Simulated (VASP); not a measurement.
**K: single point with RPBE**

Crystal: K.

```
CELL_PARAMETERS angstrom
-2.71899 2.71899 2.71899
2.71899 -2.71899 2.71899
2.71899 2.71899 -2.71899
ATOMIC_POSITIONS crystal
K 0.00000 0.00000 0.00000
```

| Property | Result |
| --- | --- |
| Program | VASP 6.6.1 |
| Task | single point |
| Functional | RPBE |
| Potentials or basis | VASP PAW PBE potentials, release 64 (K_sv) |
| Cutoff | 520 eV |
| k mesh | 9 × 9 × 9 |
| Occupations | fermi-dirac, width 0.1 eV |
| Spin | no spin polarisation |
| Dipole correction | no |
| Further INCAR settings | ALGO = Normal; EDIFF = 1e-06; NBANDS = 10 |

- Pressure: 0.0 GPa

Levels at points of the mesh, in eV from the Fermi level:
| k point | band 1 | band 2 | band 3 | band 4 | band 5 | band 6 | band 7 | band 8 | band 9 |
| --- | --- | --- | --- | --- | --- | --- | --- | --- | --- |
| (0.00, 0.00, 0.00) | -32.31 | -15.72 | -15.72 | -15.72 | -2.03 | 4.25 | 4.25 | 4.25 | 5.08 |

Run time: 22 s on 1 thread of Intel Xeon 8259CL, on a shared host, peak memory 0.2 GiB.

Caveat: the PAW data sets were made with another functional, which shifts forces and pressure a little.
